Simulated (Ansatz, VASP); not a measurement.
**One calculation of Co, two programs**

```xyz
1
Lattice="0.0000 1.7632 1.7632 1.7632 0.0000 1.7632 1.7632 1.7632 0.0000" Properties=species:S:1:pos:R:3 pbc="T T T"
Co    0.0000    0.0000    0.0000
```

Alike in both runs: task relaxation of cell and atoms; functional PBE; k mesh 26 × 26 × 26; occupations gaussian, width 0.1 eV; collinear spin.

|  | VASP | Ansatz |
| --- | --- | --- |
| version | VASP 6.6.1 | Ansatz 0.2.0 |
| potentials or method | VASP PAW PBE potentials, release 64 (Co), cutoff 600 eV | scalar-relativistic, plane waves, PAW |
| valence electrons in the cell | 9 | 17 |

|  | VASP | Ansatz | Ansatz less VASP |
| --- | --- | --- | --- |
| gap on the k mesh at the Fermi level, each at its own relaxed structure (eV) | none | none | - |
| net moment per atom (μB) | 1.65 | 1.66 | +0.014 |
| size of the moment on the site where the two differ most (μB) | 1.67 | 1.73 | +0.065 |
| relaxed volume (Å³/atom) | 10.88 | 10.92 | +0.046 |
| relaxed length of the cell vector where the two differ most in proportion (Å) | 2.487 | 2.490 | +0.0035 |

Site moments also hang on the region over which each program counts them. A gap of «none» marks a metal or a gap that the smearing closes. VASP's potentials hold 9 valence electrons a cell and Ansatz's 17, so a difference there can come from the potentials and not from the codes.
